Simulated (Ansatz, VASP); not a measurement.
**AlHCl4: VASP beside Ansatz**

```xyz
6
Lattice="5.1870 0.0000 0.0000 0.0000 5.1870 0.0000 0.0000 0.0000 7.0214" Properties=species:S:1:pos:R:3 pbc="T T T"
Al    2.5935    2.5935    3.5107
H     0.0000    0.0000    0.0000
Cl    0.0000    0.0000    5.4323
Cl    2.5935    2.5935    1.5133
Cl    2.5935    2.5935    5.5081
Cl    0.0000    0.0000    1.5891
```

Change from the starting cell: species swapped into the DyHoC4 type (P4/mmm, No. 123).

Alike in both runs: task relaxation of cell and atoms; functional PBE; k mesh 6 × 6 × 4; occupations gaussian, width 0.02 eV; no spin polarisation.

```csv
,VASP,Ansatz
version,VASP 6.6.1,Ansatz 0.2.0
potentials or method,"VASP PAW PBE potentials, release 64 (Al, H, Cl), cutoff 600 eV","scalar-relativistic, plane waves, PAW"
valence electrons in the cell,32,32
```

|  | VASP | Ansatz | Ansatz less VASP |
| --- | --- | --- | --- |
| gap on the k mesh at the Fermi level, each at its own relaxed structure (eV) | 1.27 | 1.25 | -0.018 |
| relaxed volume (Å³/atom) | 31.51 | 31.66 | +0.150 |
| relaxed length of the cell vector where the two differ most in proportion (Å) | 5.191 | 5.199 | +0.0088 |
